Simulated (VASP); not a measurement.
Input of a VASP 6.6.1 run:

Contents of INCAR:

```
SYSTEM = GaSb
  ALGO = Normal
  EDIFF = 1E-6
  ENCUT = 520
  GGA = PE
  ISIF = 2
  ISMEAR = -1
  LASPH = .TRUE.
  LCHARG = .TRUE.
  LELF = .TRUE.
  LREAL = .FALSE.
  LVHAR = .TRUE.
  LWAVE = .FALSE.
  NBANDS = 16
  NELM = 60
  PREC = Accurate
  SIGMA = 0.02
```

KPOINTS

```
k-points
0
G
  6 6 6
  0 0 0
```

Contents of POSCAR:

```
GaSb
1.0
    0.0000000000      3.1709002198      3.1709002198
    3.1709002198      0.0000000000      3.1709002198
    3.1709002198      3.1709002198      0.0000000000
Ga Sb
1 1
Direct
    0.0000000000      0.0000000000      0.0000000000
    0.2500000000      0.2500000000      0.2500000000
```

Potentials or basis: VASP PAW PBE potentials, release 64 (Ga_d, Sb).

Command:

```sh
$ cat potpaw_PBE.64/Ga_d/POTCAR potpaw_PBE.64/Sb/POTCAR > POTCAR
$ mpirun -np 1 vasp_std > vasp.out
```

Q: What does it give for the band gap on the k mesh?

A: Zero (filled and empty bands touch).

Q: Predict the pressure.

A: -2.2 GPa.

Caveat: spin-orbit coupling is left out, which moves the levels of the heavy elements.
